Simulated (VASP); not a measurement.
A run of VASP 6.6.1 is set up as follows.

The input INCAR:

```
PREC = Accurate
ENCUT = 1000
EDIFF = 1E-6
ISMEAR = 0
SIGMA = 0.05
LREAL = Auto
LASPH = T
NELM = 120
ALGO = Normal
ISIF = 2
LWAVE = F
LCHARG = T
GGA = PS
LELF = T
LVHAR = T
NBANDS = 43
GGA_COMPAT = F
```

Contents of KPOINTS:

```
Automatic mesh
0
Gamma
  6 6 6
```

The input POSCAR:

```
C
1.0
    0.0000000000      3.5537981836     -3.5537981836
   -3.5537981836      0.0000000000     -3.5537981836
   -3.5537981836      3.5537981836      0.0000000000
C
15
Direct
    0.2500000000      0.7500000000      0.2500000000
    0.7500000000      0.2500000000      0.2500000000
    0.2500000000      0.2500000000      0.2500000000
    0.7500000000      0.7500000000      0.7500000000
    0.2500000000      0.7500000000      0.7500000000
    0.7500000000      0.2500000000      0.7500000000
    0.2500000000      0.2500000000      0.7500000000
    0.8750000000      0.3750000000      0.3750000000
    0.3750000000      0.3750000000      0.3750000000
    0.8906250000      0.8906250000      0.3906250000
    0.3750000000      0.8750000000      0.3750000000
    0.8750000000      0.3750000000      0.8750000000
    0.3750000000      0.3750000000      0.8750000000
    0.8750000000      0.8750000000      0.8750000000
    0.3750000000      0.8750000000      0.8750000000
```

Potentials or basis: VASP PAW PBE potentials, release 64 (C_h).

Run with:

```bash
$ cat potpaw_PBE.64/C_h/POTCAR > POTCAR
$ mpirun -np 1 vasp_std > vasp.out
```

Q: Estimate the pressure.

A: -3.9 GPa.

Q: Estimate the band gap on the k mesh.

A: Zero (bands 30 and 31 overlap by 1.90 eV).

Forces in eV/Å, atoms in the order of the input:
```
C    0.579  0.581 -0.581
C   -0.581 -0.579 -0.581
C    0.043 -0.043 -0.645
C   -0.581  0.581  0.579
C    0.043  0.645  0.043
C   -0.645 -0.043  0.043
C    0.002 -0.002  0.002
C    1.211  1.350  1.211
C   -0.046  0.046  0.250
C   -0.097  0.097 -0.097
C   -1.350 -1.211  1.211
C    0.250  0.046 -0.046
C    0.005 -0.005  0.005
C    1.211 -1.211 -1.350
C   -0.046 -0.250 -0.046
```

Caveat: the cell differs from its parent crystal (atoms taken out, atom 10 moved -0.125 of the way to it and +0.000 Å across, host rigid); the PAW data sets were made with another functional, which shifts forces and pressure a little.
